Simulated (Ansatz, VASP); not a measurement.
# V in VASP and in Ansatz

Contents of INCAR:

```
  PREC = Accurate
  ENCUT = 520
  EDIFF = 1E-6
  ISMEAR = 0
  SIGMA = 0.1
  LREAL = False
  LASPH = True
  NELM = 150
  ALGO = Normal
  ISIF = 2
  LWAVE = False
  LCHARG = True
  ISPIN = 2
  MAGMOM = 2 2 2 2 2 2 2 2
  LORBIT = 11
  LMAXMIX = 4
  GGA = PE
  LELF = True
  LVHAR = True
  NBANDS = 66
```

File KPOINTS:

```
regular mesh
0
Gamma
  4 4 4
```

The input POSCAR:

```
V
1.0
   -3.1298004988      3.1298004988      3.1298004988
    3.1298004988     -3.1298004988      3.1298004988
    3.1298004988      3.1298004988     -3.1298004988
V
8
Direct
    0.2060000000      0.2060000000      0.2060000000
    0.5000000000      0.0000000000      0.2940000000
    0.2940000000      0.5000000000      0.0000000000
    0.0000000000      0.2940000000      0.5000000000
    0.7940000000      0.7940000000      0.7940000000
    0.5000000000      0.0000000000      0.7060000000
    0.7060000000      0.5000000000      0.0000000000
    0.0000000000      0.7060000000      0.5000000000
```

Input for Ansatz:

```yaml
crystal:
  lattice:
    - [-3.1298004988, 3.1298004988, 3.1298004988]
    - [3.1298004988, -3.1298004988, 3.1298004988]
    - [3.1298004988, 3.1298004988, -3.1298004988]
  atoms:
    - { symbol: V, position: [0.206, 0.206, 0.206], spin: 2.0 }
    - { symbol: V, position: [0.5, 0.0, 0.294], spin: 2.0 }
    - { symbol: V, position: [0.294, 0.5, 0.0], spin: 2.0 }
    - { symbol: V, position: [0.0, 0.294, 0.5], spin: 2.0 }
    - { symbol: V, position: [0.794, 0.794, 0.794], spin: 2.0 }
    - { symbol: V, position: [0.5, 0.0, 0.706], spin: 2.0 }
    - { symbol: V, position: [0.706, 0.5, 0.0], spin: 2.0 }
    - { symbol: V, position: [0.0, 0.706, 0.5], spin: 2.0 }
basis:
  ecutwfc: 420
kpoints:
  mp_grid: { grid: [4, 4, 4] }
hamiltonian:
  xc: pbe
scf:
  occupations: { method: gaussian, width: 0.1 }
  lower_state_search: "off"
output:
  forces: true
  stress: true
  eigenvalues: true
  populations: true
magnetization:
  spin_polarized: true
```

Alike in both runs: task single point; functional PBE; k mesh 4 × 4 × 4; occupations gaussian, width 0.1 eV; collinear spin.

|  | VASP | Ansatz |
| --- | --- | --- |
| version | VASP 6.6.1 | Ansatz 0.2.0 |
| potentials or method | VASP PAW PBE potentials, release 64 (V_sv), cutoff 520 eV | scalar-relativistic, plane waves, PAW |
| valence electrons in the cell | 104 | 104 |

Ansatz gave:

- gap on the k mesh at the Fermi level (eV): none
- pressure (GPa): 7.0
- rms of the force components (eV/Å): 1.451
- net moment per atom (μB): 0.00

Task: What did VASP give for the same quantities?

Result: gap on the k mesh at the Fermi level (eV): none; pressure (GPa): 7.8; rms of the force components (eV/Å): 1.478; net moment per atom (μB): 0.00.

Atom by atom the forces differ by 0.027 eV/Å (rms over components). A gap of «none» marks a metal or a gap that the smearing closes. The functional is the same, so the differences come from potentials, cutoffs and numerics. Ansatz's warnings: seeded moment not kept.
